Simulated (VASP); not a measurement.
# CoO in VASP: a series of runs, part 2 of 2

VASP 6.6.1.

**3. Single point, PBE, collinear spin, ferromagnetic start (equal xy, yz and zx shear strains of -1 %)**

INCAR

```
ALGO = Normal ; EDIFF = 1E-7
ENCUT = 520 ; GGA = PE
ISIF = 2 ; ISMEAR = -1
ISPIN = 2 ; LASPH = True
LCHARG = False ; LMAXMIX = 4
LORBIT = 11 ; LREAL = False
LWAVE = False ; MAGMOM = 2 0
NBANDS = 18 ; NELM = 150
PREC = Accurate ; SIGMA = 0.03
```

KPOINTS

```
k-points
0
Gamma
  13 13 15
```

POSCAR

```
CoO
1.0
   -1.5260764034      1.5050039039      2.1072499549
    1.5050039039     -1.5260764034      2.1072499549
    1.5109964019      1.5109964019     -2.1223299564
Co O
1 1
Direct
    0.0000000000      0.0000000000      0.0000000000
    0.5000000000      0.5000000000      0.0000000000
```

Potentials or basis: VASP PAW PBE potentials, release 64 (Co, O).

The run is started by

```bash
> cat potpaw_PBE.64/Co/POTCAR potpaw_PBE.64/O/POTCAR > POTCAR
> mpirun -np 1 vasp_std > vasp.out
```

OUTCAR:

```text
EDIFF = 1E-7
   ENCUT = 520
   GGA = PE
   ISIF = 2
   ISMEAR = -1
   ISPIN = 2
   LASPH = True
   LORBIT = 11
   LREAL = False
   NELM = 150
   PREC = Accurate

 ion  position               nearest neighbor table
   1  0.000  0.000  0.000-   2 2.11   2 2.11   2 2.12   2 2.12   2 2.14   2 2.14
   2  0.500  0.500  0.000-   1 2.11   1 2.11   1 2.12   1 2.12   1 2.14   1 2.14

  Warning from LATTYP: Got some problem with cell dimensions!
  Tried to take original basis but could not verify dimensions!
  LATTYP: Found a base centered monoclinic cell.
 ALAT       =     4.2146052710
 B/A-ratio  =     1.0170809847
 C/A-ratio  =     0.7045333944
 COS(beta)  =    -0.6995580398

  Lattice vectors:

 A1 = (   1.5260764034,  -1.5050039039,  -2.1072499549)
 A2 = (  -1.5050039039,   1.5260764034,  -2.1072499549)
 A3 = (   1.4899239024,   1.4899239024,   2.0921699534)

Analysis of symmetry for initial positions (statically):
=====================================================================
 Subroutine PRICEL returns:
 Original cell was already a primitive cell.

 Routine SETGRP: Setting up the symmetry group for a
 base centered monoclinic supercell.

 Subroutine GETGRP returns: Found  4 space group operations
 (whereof  4 operations were pure point group operations)
 out of a pool of  4 trial point group operations.

The static configuration has the point symmetry C_2h.

Analysis of symmetry for dynamics (positions and initial velocities):
=====================================================================
 Subroutine PRICEL returns:
 Original cell was already a primitive cell.

 Routine SETGRP: Setting up the symmetry group for a
 base centered monoclinic supercell.

 Subroutine GETGRP returns: Found  4 space group operations
 (whereof  4 operations were pure point group operations)
 out of a pool of  4 trial point group operations.

The dynamic configuration has the point symmetry C_2h.

Analysis of structural, dynamic, and magnetic symmetry:
[... 153 lines left out ...]
  ---------------------------------------------------
  free energy    TOTEN  =       -13.05267336 eV

  energy without entropy =      -13.04062692  energy(sigma->0) =      -13.04665014

 E-fermi :   8.0203     XC(G=0): -12.4551

 val. band max:        8.0199561442   @ k =  -0.3846  -0.0000   0.4000
 cond. band min:       8.0202794178   @ k =   0.3846   0.3846   0.4667
 fundamental gap:      0.0003232736
 Fermi energy:         8.0202742780

 spin component 1

 k-point     1 :       0.0000    0.0000    0.0000
  band No.  band energies     occupation
      1     -12.2426      1.00000
      2       4.7431      1.00000
      3       4.7497      1.00000
      4       4.8101      1.00000
      5       4.8533      1.00000
      6       4.8996      1.00000
[... 493 lines left out ...]
     17      34.9869      0.00000
     18      36.5977      0.00000

 [... further k-points ...]

 spin component 2

 k-point     1 :       0.0000    0.0000    0.0000
  band No.  band energies     occupation
      1     -11.7395      1.00000
      2       5.3581      1.00000
      3       5.4697      1.00000
      4       5.4769      1.00000
      5       6.8731      1.00000
      6       6.9031      1.00000
[... 493 lines left out ...]
     17      35.3315      0.00000
     18      37.1539      0.00000

 [... further k-points ...]

------------------------ aborting loop because EDIFF is reached ----------------------------------------

  FORCE on cell =-STRESS in cart. coord.  units (eV):
  Direction    XX          YY          ZZ          XY          YZ          ZX
  --------------------------------------------------------------------------------------
  -------------------------------------------------------------------------------------
  Total       -0.0732031     -0.0732031     -0.0601721      0.0089022     -0.0465543     -0.0465382
  in kB       -6.1191907     -6.1191907     -5.0299027      0.7441489     -3.8915665     -3.8902163
  external PRESSURE =      -5.7560947 kB  Pullay stress =       0.0000000 kB

 VOLUME and BASIS-vectors are now :
 -----------------------------------------------------------------------------
  energy-cutoff  :      520.00
  volume of cell :       19.17
      direct lattice vectors                 reciprocal lattice vectors
    -1.526076403  1.505003904  2.107249955     0.002858641  0.332774018  0.238954239
     1.505003904 -1.526076403  2.107249955     0.332774018  0.002858641  0.238954239
     1.510996402  1.510996402 -2.122329956     0.333247855  0.333247855  0.003332479

 POSITION                                       TOTAL-FORCE (eV/Angst)
 -----------------------------------------------------------------------------------
      0.00000      0.00000      0.00000        -0.000000      0.000000      0.000000
     -0.01054     -0.01054      2.10725         0.000000     -0.000000      0.000000
 -----------------------------------------------------------------------------------
    total drift:                               -0.000000      0.000000     -0.000000

  FREE ENERGIE OF THE ION-ELECTRON SYSTEM (eV)
  ---------------------------------------------------
  free  energy   TOTEN  =       -13.0526733636 eV

  energy  without entropy=      -13.0406269195  energy(sigma->0) =      -13.04665014

 total charge

# of ion       s       p       d       tot
------------------------------------------
    1        0.296   0.362   7.149   7.807
    2        1.556   3.428   0.000   4.984
--------------------------------------------------
tot          1.852   3.790   7.149  12.791

 magnetization (x)

# of ion       s       p       d       tot
------------------------------------------
    1        0.021   0.018   2.516   2.555
    2        0.029   0.270   0.000   0.299
--------------------------------------------------
tot          0.050   0.288   2.516   2.854
```

It took 17 min on 1 thread of Intel Xeon 8259CL, shared host; peak memory 0.46 GiB.

What came out:

* Free energy: -13.0527 eV
* Pressure: -0.6 GPa
* Net moment: 2.90 μB per cell
* Site moments: Co +2.56; O +0.30 μB
* Valence electrons inside the program's atomic spheres: Co 7.81; O 4.98

Stress tensor (GPa, compression positive):
```
-0.61  0.07 -0.39
 0.07 -0.61 -0.39
-0.39 -0.39 -0.50
```

Caveat: the cell differs from its parent crystal (equal xy, yz and zx shear strains of -1 %); a cell with one magnetic atom can't hold antiferromagnetic order, which such compounds often take; semilocal functionals often make such compounds metallic where correlation or magnetic order opens a gap, which also shifts bond lengths.

**4. Single point, PBE, collinear spin, ferromagnetic start (9.68 Å³/atom)**

This run uses another cell than the first one, of 9.68 Å³/atom.

INCAR

```
SYSTEM = CoO
  PREC = Accurate
  ENCUT = 520
  EDIFF = 1E-6
  ISMEAR = -1
  SIGMA = 0.03
  LREAL = .False.
  LASPH = .True.
  NELM = 150
  ALGO = Normal
  ISIF = 2
  LWAVE = .False.
  LCHARG = .False.
  ISPIN = 2
  MAGMOM = 2 0
  LORBIT = 11
  LMAXMIX = 4
  GGA = PE
  NBANDS = 18
  ISYM = 0
```

KPOINTS

```
Automatic mesh
0
Gamma
  13 13 15
  0 0 0
```

POSCAR

```
CoO
1.0
   -1.5130101570      1.5130101570      2.1142508367
    1.5130101570     -1.5130101570      2.1142508367
    1.5130101570      1.5130101570     -2.1142508367
Co O
1 1
Direct
    0.0000000000      0.0000000000      0.0000000000
    0.5000000000      0.5000000000      0.0000000000
```

The run is started by

```bash
> cat potpaw_PBE.64/Co/POTCAR potpaw_PBE.64/O/POTCAR > POTCAR
> mpirun -np 1 vasp_std > vasp.out
```

Wall time 39 min (1 thread of Oxide Virtual Turin-like, shared host); peak memory 0.67 GiB.

Results (log left out):

```
Free energy                                           : -13.0508 eV
Pressure                                              : -2.1 GPa
Net moment                                            : 2.93 μB per cell
Site moments                                          : Co +2.57; O +0.30 μB
Valence electrons inside the program's atomic spheres : Co 7.79; O 4.98
```

Levels at points of the mesh, in eV from the Fermi level:
Spin up:
```tsv
k point	band 5	band 6	band 7	band 8	band 9	band 10	band 11	band 12	band 13	band 14
(0.00, 0.00, 0.00)	-3.12	-3.12	-3.09	-3.09	-2.99	1.00	16.86	18.11	18.11	18.16
```
Spin down:
```csv
k point,band 3,band 4,band 5,band 6,band 7,band 8,band 9,band 10
"(0.00, 0.00, 0.00)",-2.51,-2.51,-1.10,-1.10,-1.07,0.04,0.09,1.54
```

Caveat: a cell with one magnetic atom can't hold antiferromagnetic order, which such compounds often take; semilocal functionals often make such compounds metallic where correlation or magnetic order opens a gap, which also shifts bond lengths.

**5. Overview**

| cell | cutoff (eV) | gap on the mesh (eV) | pressure (GPa) | moment (μB) |
| --- | --- | --- | --- | --- |
| a = 2.953 Å, angles 120.6, 120.6, 88.9°, 2 atoms | 600 | none | 9.6 | 2.63 |
| a = 3.006, b = 3.006, c = 3.012 Å, angles 119.8, 119.8, 91.0°, 2 atoms | 520 | none | -0.6 | 2.90 |
| a = 3.008 Å, angles 119.6, 119.6, 90.7°, 2 atoms | 520 | none | -2.1 | 2.93 |

Alike in all rows: task single point; level PBE; potentials or basis VASP PAW PBE potentials, release 64 (Co, O); spin collinear, ferromagnetic start; k mesh 13 × 13 × 15; smearing fermi-dirac 0.03 eV.

Caveats: a cell with one magnetic atom can't hold antiferromagnetic order, which such compounds often take; semilocal functionals often make such compounds metallic where correlation or magnetic order opens a gap, which also shifts bond lengths; the cell stands under pressure (at least some runs).

Absolute energies hang on the potentials; compare differences alone.
